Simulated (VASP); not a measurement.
Here is a VASP 6.6.1 calculation.

The input INCAR:

```
PREC = Accurate ; ENCUT = 520
EDIFF = 1E-6 ; ISMEAR = -1
SIGMA = 0.05 ; LREAL = F
LASPH = T ; NELM = 100
ALGO = Normal ; ISIF = 2
LWAVE = F ; LCHARG = F
GGA = PE ; NBANDS = 16
```

The input KPOINTS:

```
Automatic mesh
0
Gamma
  12 12 4
```

File POSCAR:

```
C
1.0
    1.2521334568     -2.1687795058      0.0000000000
    1.2521334568      2.1687795058      0.0000000000
    0.0000000000      0.0000000000      7.3139557868
C
4
Direct
    0.9166205400      0.0833794600      0.7531376000
    0.4166205400      0.5833794600      0.2468624000
    0.0833794600      0.9166205400      0.2468624000
    0.5833794600      0.4166205400      0.7531376000
```

Potentials or basis: VASP PAW PBE potentials, release 64 (C).

The run is started by

```console
$ cat potpaw_PBE.64/C/POTCAR > POTCAR
$ mpirun -np 1 vasp_std > vasp.out
```

Problem. What does it give for the pressure?

Solution. -10.0 GPa.

Problem. Predict the largest force.

Solution. 0.022 eV/Å.

Problem. Predict the band gap on the k mesh.

Solution. 0.02 eV.

Stress tensor (GPa, compression positive):
```
-15.54   0.00   0.00
  0.00 -15.74   0.00
  0.00   0.00   1.14
```

Caveat: this functional lacks dispersion, which binds the layers, so the pressure and a relaxed spacing across them are unreliable. A k mesh can miss the band edges.
